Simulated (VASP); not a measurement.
# Yb (Fm-3m) in VASP: further runs

Yb is run at these levels: LDA; tasks: single point.

Everything below comes from runs of VASP 6.6.1. Logs are shortened: lines on timing, memory, paths and dates and some standing lists are left out, and cuts for length are marked.

## (1) The cell of the first run

Symmetry: Fm-3m, No. 225, cubic system. Conventional cell: a = 4.914 Å, b = 4.914 Å, c = 4.914 Å, α = 90.00°, β = 90.00°, γ = 90.00°. Within 4.6 Å of Yb (site symmetry m-3m) lie 12 Yb at 3.47 Å.

## (2) Single point, LDA

The input, INCAR:

```
PREC = Accurate
ENCUT = 520
EDIFF = 1E-6
ISMEAR = 1
SIGMA = 0.2
LREAL = F
LASPH = T
NELM = 60
ALGO = Normal
ISIF = 2
LWAVE = F
LCHARG = F
GGA = CA
NBANDS = 18
```

The input, KPOINTS:

```
regular mesh
0
Gamma
  11 11 11
```

The input, POSCAR:

```
Yb
1.0
    0.0000000000      2.4569516026      2.4569516026
    2.4569516026      0.0000000000      2.4569516026
    2.4569516026      2.4569516026      0.0000000000
Yb
1
Direct
    0.0000000000      0.0000000000      0.0000000000
```

Potentials or basis: VASP PAW PBE potentials, release 64 (Yb).

The run is started by

```
> cat potpaw_PBE.64/Yb/POTCAR > POTCAR
> mpirun -np 1 vasp_std > vasp.out
```

OUTCAR:

```text
PREC = Accurate
   ENCUT = 520
   EDIFF = 1E-6
   ISMEAR = 1
   LREAL = F
   LASPH = T
   NELM = 60
   ISIF = 2
   GGA = CA

 ion  position               nearest neighbor table
   1  0.000  0.000  0.000-

  LATTYP: Found a face centered cubic cell.
 ALAT       =     4.9139032052

  Lattice vectors:

 A1 = (   0.0000000000,   2.4569516026,   2.4569516026)
 A2 = (   2.4569516026,   0.0000000000,   2.4569516026)
 A3 = (   2.4569516026,   2.4569516026,   0.0000000000)

Analysis of symmetry for initial positions (statically):
=====================================================================
 Subroutine PRICEL returns:
 Original cell was already a primitive cell.

 Routine SETGRP: Setting up the symmetry group for a
 face centered cubic supercell.

 Subroutine GETGRP returns: Found 48 space group operations
 (whereof 48 operations were pure point group operations)
 out of a pool of 48 trial point group operations.

The static configuration has the point symmetry O_h .

Analysis of symmetry for dynamics (positions and initial velocities):
=====================================================================
 Subroutine PRICEL returns:
 Original cell was already a primitive cell.

 Routine SETGRP: Setting up the symmetry group for a
 face centered cubic supercell.

 Subroutine GETGRP returns: Found 48 space group operations
 (whereof 48 operations were pure point group operations)
 out of a pool of 48 trial point group operations.

The dynamic configuration has the point symmetry O_h .

 Subroutine INISYM returns: Found 48 space group operations
 (whereof 48 operations are pure point group operations),
 and found     1 'primitive' translations

----------------------------------------------------------------------------------------

                                     Primitive cell

  volume of cell :      29.6633

  direct lattice vectors                    reciprocal lattice vectors
     0.000000000  2.456951603  2.456951603    -0.203504212  0.203504212  0.203504212
     2.456951603  0.000000000  2.456951603     0.203504212 -0.203504212  0.203504212
     2.456951603  2.456951603  0.000000000     0.203504212  0.203504212 -0.203504212

  length of vectors
     3.474654278  3.474654278  3.474654278     0.352479635  0.352479635  0.352479635

  position of ions in fractional coordinates (direct lattice)
     0.000000000  0.000000000  0.000000000

  ion indices of the primitive-cell ions
   primitive index   ion index
                 1           1

----------------------------------------------------------------------------------------

 KPOINTS: regular mesh

Automatic generation of k-mesh.
 Grid dimensions read from file:
 generate k-points for:   11   11   11

 Generating k-lattice:

  Cartesian coordinates                     Fractional coordinates (reciprocal lattice)
    -0.018500383  0.018500383  0.018500383     0.090909091  0.000000000  0.000000000
     0.018500383 -0.018500383  0.018500383     0.000000000  0.090909091  0.000000000
     0.018500383  0.018500383 -0.018500383     0.000000000  0.000000000  0.090909091

  Length of vectors
     0.032043603  0.032043603  0.032043603

  Shift w.r.t. Gamma in fractional coordinates (k-lattice)
     0.000000000  0.000000000  0.000000000

 Subroutine IBZKPT returns following result:
 ===========================================

 Found     56 irreducible k-points:

 Following reciprocal coordinates:
            Coordinates               Weight
  0.000000  0.000000  0.000000      1.000000
  0.090909  0.000000  0.000000      8.000000
  0.181818  0.000000  0.000000      8.000000
  0.272727  0.000000  0.000000      8.000000
  0.363636  0.000000  0.000000      8.000000
  0.454545  0.000000  0.000000      8.000000
[... 16 lines left out ...]
 -0.272727  0.181818  0.000000     24.000000
 -0.181818  0.181818  0.000000     12.000000
 [... further k-points ...]
   k-points           NKPTS =     56   k-points in BZ     NKDIM =     56   number of bands    NBANDS=     18
   number of dos      NEDOS =    301   number of ions     NIONS =      1
   total plane-waves  NPLWV =  21952
   dimension x,y,z NGX =    28 NGY =   28 NGZ =   28
   dimension x,y,z NGXF=    56 NGYF=   56 NGZF=   56
   ions per type =               1
   NGX,Y,Z   is equivalent  to a cutoff of  13.40, 13.40, 13.40 a.u.
   NGXF,Y,Z  is equivalent  to a cutoff of  26.79, 26.79, 26.79 a.u.
 SYSTEM =  unknown system
   PREC   = accura    normal or accurate (medium, high low for compatibility)
   ISTART =      0    job   : 0-new  1-cont  2-samecut
   ICHARG =      2    charge: 1-file 2-atom 10-const
   ISPIN  =      1    spin polarized calculation?
   LNONCOLLINEAR =      F non collinear calculations
   LSORBIT =      F    spin-orbit coupling
   LASPH  =      T    aspherical Exc in radial PAW
   ENCUT  =  520.0 eV  38.22 Ry    6.18 a.u.   6.46  6.46  6.46*2*pi/ulx,y,z
   NELM   =     60;   NELMIN=  2; NELMDL= -5     # of ELM steps
   EDIFF  = 0.1E-05   stopping-criterion for ELM
   LREAL  =      F    real-space projection
   EDIFFG = 0.1E-04   stopping-criterion for IOM
   NSW    =      0    number of steps for IOM
   IBRION =     -1    ionic relax: 0-MD 1-quasi-New 2-CG
   NFREE  =      0    steps in history (QN), initial steepest desc. (CG)
   ISIF   =      2    stress and relaxation
   ISYM   =      2    0-nonsym 1-usesym 2-fastsym
   POTIM  = 0.5000    time-step for ionic-motion
   TEBEG  =    0.0;   TEEND  =   0.0 temperature during run
   PSTRESS=    0.0 pullay stress
   NELECT =      24.0000    total number of electrons
   NUPDOWN=      -1.0000    fix difference up-down
   EMIN   =  10.00;   EMAX   =-10.00  energy-range for DOS
   EFERMI =   0.00;   METHOD = LEGACY
   ISMEAR =     1;   SIGMA  =   0.20  broadening in eV -4-tet -1-fermi 0-gaus
   EFERMI_NEDOS =   21; number of points for ismear=-14 and -15
   IALGO  =     38    algorithm
   IMIX   =      4    mixing-type and parameters
     AMIX     =   0.40;   BMIX     =  1.00
     AMIX_MAG =   1.60;   BMIX_MAG =  1.00
  volume/ion in A,a.u.               =      29.66       200.18
  Fermi-wavevector in a.u.,A,eV,Ry     =   1.525476  2.882731 31.661795  2.327076
  Thomas-Fermi vector in A             =   2.633641
   LORBIT       =      0    0 simple, 1 ext, 2 COOP (PROOUT), +10 PAW based schemes
   GGA     = CA    functional components
   LHFCALC =     F    Hartree Fock is set to
   AEXX    =    0.0000 exact exchange contribution
   IVDW    =     0    specifies the selected vdW correction
   LEPSILON=     F    determine dielectric tensor
   LRPA    =     F    only Hartree local field effects (RPA)
 non-spin polarized calculation
 Methfessel and Paxton  Order N= 1 SIGMA  =   0.20
  energy-cutoff  :      520.00
  volume of cell :       29.66
 maximum number of plane-waves:       821
 NGX is ok and might be reduce to    28
   NGX = 13   NGY = 13   NGZ = 13

 number of electron      24.0000001 magnetization

 Free energy of the ion-electron system (eV)
  ---------------------------------------------------
  ext. energy  EPLUGINS =         0.00000000
  ---------------------------------------------------
  free energy    TOTEN  =        -4.14197040 eV

  energy without entropy =       -4.24775226  energy(sigma->0) =       -4.17723102

 E-fermi :   1.8063     XC(G=0): -10.6610

 val. band max:        1.7654988078   @ k =  -0.2727   0.3636   0.0909
 cond. band min:       1.8357245241   @ k =  -0.3636   0.3636   0.0000
 fundamental gap:      0.0702257163
 Fermi energy:         1.8063107595

 k-point     1 :       0.0000    0.0000    0.0000
  band No.  band energies     occupation
      1     -49.3256      2.00000
      2     -21.5505      2.00000
      3     -21.5505      2.00000
      4     -21.5505      2.00000
      5      -3.6142      2.00000
      6       1.4038      2.01535
[... 10 lines left out ...]
     17       7.4335      0.00000
     18      12.4411      0.00000

 k-point     2 :       0.0909    0.0000    0.0000
  band No.  band energies     occupation
      1     -49.3223      2.00000
      2     -21.6059      2.00000
      3     -21.5574      2.00000
      4     -21.5574      2.00000
      5      -3.3769      2.00000
      6       1.4046      2.01556
[... 10 lines left out ...]
     17       7.2916      0.00000
     18      12.9733      0.00000

 k-point     3 :       0.1818    0.0000    0.0000
  band No.  band energies     occupation
      1     -49.3133      2.00000
      2     -21.7514      2.00000
      3     -21.5759      2.00000
      4     -21.5759      2.00000
      5      -2.7115      2.00000
      6       1.4100      2.01696
[... 10 lines left out ...]
     17       7.1472      0.00000
     18      13.0247      0.00000

 k-point     4 :       0.2727    0.0000    0.0000
  band No.  band energies     occupation
      1     -49.3016      2.00000
      2     -21.9353      2.00000
      3     -21.5999      2.00000
      4     -21.5999      2.00000
      5      -1.7648      2.00000
      6       1.4284      2.02247
[... 10 lines left out ...]
     17       7.5497      0.00000
     18      11.9896      0.00000

 k-point     5 :       0.3636    0.0000    0.0000
  band No.  band energies     occupation
      1     -49.2907      2.00000
      2     -22.0985      2.00000
      3     -21.6218      2.00000
      4     -21.6218      2.00000
      5      -0.8122      2.00000
      6       1.4455      2.02854
[... 10 lines left out ...]
     17       8.4353      0.00000
     18      11.2947      0.00000

 k-point     6 :       0.4545    0.0000    0.0000
  band No.  band energies     occupation
      1     -49.2843      2.00000
      2     -22.1929      2.00000
      3     -21.6348      2.00000
      4     -21.6348      2.00000
      5      -0.2274      2.00000
      6       1.4320      2.02367
[... 10 lines left out ...]
     17       9.2397      0.00000
     18      11.0265      0.00000

 k-point     7 :       0.0909    0.0909    0.0000
  band No.  band energies     occupation
      1     -49.3212      2.00000
      2     -21.6049      2.00000
      3     -21.5694      2.00000
      4     -21.5694      2.00000
      5      -3.2978      2.00000
      6       1.4047      2.01557
[... 10 lines left out ...]
     17       7.5636      0.00000
     18      13.1728      0.00000

 k-point     8 :       0.1818    0.0909    0.0000
  band No.  band energies     occupation
      1     -49.3141      2.00000
      2     -21.7130      2.00000
      3     -21.5920      2.00000
      4     -21.5828      2.00000
      5      -2.7739      2.00000
      6       1.4079      2.01639
[... 10 lines left out ...]
     17       7.6395      0.00000
     18      13.8458      0.00000
[... 229 lines left out ...]
     17       8.8938      0.00000
     18      12.7349      0.00000

 k-point    20 :       0.4545    0.1818    0.0000
  band No.  band energies     occupation
      1     -49.2819      2.00000
      2     -22.1003      2.00000
      3     -21.7301      2.00000
      4     -21.6822      2.00000
      5       0.1355      2.00000
      6       1.4445      2.02817
[... 10 lines left out ...]
     17       9.4775      0.00000
     18      11.0897      0.00000

 k-point    21 :      -0.4545    0.1818    0.0000
  band No.  band energies     occupation
      1     -49.2783      2.00000
      2     -22.1403      2.00000
      3     -21.7666      2.00000
      4     -21.6742      2.00000
      5       0.6215      2.00000
      6       1.4206      2.02002
[... 10 lines left out ...]
     17       9.2171      0.00000
     18      10.6055      0.00000

 k-point    22 :      -0.3636    0.1818    0.0000
  band No.  band energies     occupation
      1     -49.2804      2.00000
      2     -22.1099      2.00000
      3     -21.7803      2.00000
      4     -21.6517      2.00000
      5       0.4204      2.00000
      6       1.4258      2.02162
[... 10 lines left out ...]
     17       9.6913      0.00000
     18      11.1642      0.00000

 k-point    23 :      -0.2727    0.1818    0.0000
  band No.  band energies     occupation
      1     -49.2876      2.00000
      2     -22.0245      2.00000
      3     -21.7600      2.00000
      4     -21.6216      2.00000
      5      -0.3890      2.00000
      6       1.4505      2.03048
[... 10 lines left out ...]
     17       9.6720      0.00000
     18      12.1200      0.00000

 k-point    24 :      -0.1818    0.1818    0.0000
  band No.  band energies     occupation
      1     -49.2976      2.00000
      2     -21.9182      2.00000
      3     -21.7024      2.00000
      4     -21.5936      2.00000
      5      -1.3897      2.00000
      6       1.4306      2.02321
[... 10 lines left out ...]
     17       8.7151      0.00000
     18      13.2494      0.00000

 [... further k-points ...]

------------------------ aborting loop because EDIFF is reached ----------------------------------------

  FORCE on cell =-STRESS in cart. coord.  units (eV):
  Direction    XX          YY          ZZ          XY          YZ          ZX
  --------------------------------------------------------------------------------------
  -------------------------------------------------------------------------------------
  Total       -0.1072110     -0.1072110     -0.1072110     -0.0000000      0.0000000     -0.0000000
  in kB       -5.7906874     -5.7906874     -5.7906874     -0.0000000      0.0000000     -0.0000000
  external PRESSURE =      -5.7906874 kB  Pullay stress =       0.0000000 kB

 VOLUME and BASIS-vectors are now :
 -----------------------------------------------------------------------------
  energy-cutoff  :      520.00
  volume of cell :       29.66
      direct lattice vectors                 reciprocal lattice vectors
     0.000000000  2.456951603  2.456951603    -0.203504212  0.203504212  0.203504212
     2.456951603  0.000000000  2.456951603     0.203504212 -0.203504212  0.203504212
     2.456951603  2.456951603  0.000000000     0.203504212  0.203504212 -0.203504212

 POSITION                                       TOTAL-FORCE (eV/Angst)
 -----------------------------------------------------------------------------------
      0.00000      0.00000      0.00000         0.000000      0.000000     -0.000000
 -----------------------------------------------------------------------------------
    total drift:                               -0.000000     -0.000000     -0.000000

  FREE ENERGIE OF THE ION-ELECTRON SYSTEM (eV)
  ---------------------------------------------------
  free  energy   TOTEN  =        -4.1419704039 eV

  energy  without entropy=       -4.2477522590  energy(sigma->0) =       -4.17723102
```

It took 46 s on 1 thread of AMD EPYC 7R13 (Zen 3), shared host; peak memory 0.14 GiB.

Results:

```yaml
Free_energy: -4.1420 eV
Pressure: -0.6 GPa
Band_gap_on_the_k_mesh: zero (bands 12 and 13 overlap by 0.14 eV)
```

Caveat: the PAW data sets were made with another functional, which shifts forces and pressure a little; spin-orbit coupling is left out, which moves the levels of the heavy elements. Spin polarisation is off, so any magnetic state and its effect on volume and gap are missing.

## (3) Single point, LDA

The input, INCAR:

```
SYSTEM = Yb
PREC = Accurate ; ENCUT = 520
EDIFF = 1E-6 ; ISMEAR = 1
SIGMA = 0.6 ; LREAL = .False.
LASPH = .True. ; NELM = 100
ALGO = Normal ; ISIF = 2
LWAVE = .False. ; LCHARG = .True.
GGA = CA ; LELF = .True.
LVHAR = .True. ; NBANDS = 18
```

The input, KPOINTS:

```
Automatic mesh
0
Gamma
  11 11 11
  0 0 0
```

POSCAR is that of step 2.

Potentials or basis: VASP PAW PBE potentials, release 64 (Yb).

The run is started by

```
> cat potpaw_PBE.64/Yb/POTCAR > POTCAR
> mpirun -np 1 vasp_std > vasp.out
```

Wall time 43 s (1 thread of AMD EPYC 7R13 (Zen 3), shared host); peak memory 0.14 GiB.

Results (log left out):

| Item | Value |
| --- | --- |
| Free energy | -3.9586 eV |
| Pressure | -2.2 GPa |
| Band gap on the k mesh | zero (bands 12 and 13 overlap by 0.11 eV) |

Levels at points of the mesh, in eV from the Fermi level:
```tsv
k point	band 8	band 9	band 10	band 11	band 12	band 13	band 14	band 15	band 16	band 17
(0.00, 0.00, 0.00)	-0.55	-0.55	-0.39	-0.39	-0.39	2.95	2.95	2.95	5.51	5.51
```

Caveat: so wide a smearing shifts energies and pressures; the PAW data sets were made with another functional, which shifts forces and pressure a little; spin-orbit coupling is left out, which moves the levels of the heavy elements.
